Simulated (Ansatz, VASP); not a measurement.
**Two plane-wave programs on Mg2Ti2O3**

```
CELL_PARAMETERS angstrom
2.95313 0.00013 -0.00204
-1.47645 2.55618 0.00122
-0.00693 0.00082 10.15862
ATOMIC_POSITIONS crystal
Mg 0.33329 0.66683 0.12869
Mg 0.66702 0.33334 0.87130
Ti 0.66636 0.33340 0.39206
Ti 0.33315 0.66622 0.60794
O 0.99934 0.00006 0.25606
O 0.00014 0.99956 0.74394
O 0.00070 0.00059 0.00000
```

Change from the starting cell: cell x1, atoms moved at random (sigma 0.15 Å) and cell strained at random (1.5 %), then relaxed without symmetry.

Alike in both runs: functional PBE; k mesh 12 × 12 × 2; occupations gaussian, width 0.2 eV; no spin polarisation.

Ansatz relaxed the structure, and its values are those at the end. VASP's run is a single point on that final structure, the one shown.

|  | VASP | Ansatz |
| --- | --- | --- |
| version | VASP 6.6.1 | Ansatz 0.2.0 |
| potentials or method | VASP PAW PBE potentials, release 64 (Mg, Ti_sv, O), cutoff 520 eV | scalar-relativistic, plane waves, PAW |
| valence electrons in the cell | 46 | 62 |

|  | VASP | Ansatz | Ansatz less VASP |
| --- | --- | --- | --- |
| gap on the k mesh at the Fermi level (eV) | none | none | - |
| pressure (GPa) | -0.3 | 0.0 | +0.28 |
| rms of the force components (eV/Å) | 0.022 | 0.006 | -0.0164 |

A gap of «none» marks a metal or a gap that the smearing closes. VASP's potentials hold 46 valence electrons a cell and Ansatz's 62, so a difference there can come from the potentials and not from the codes.
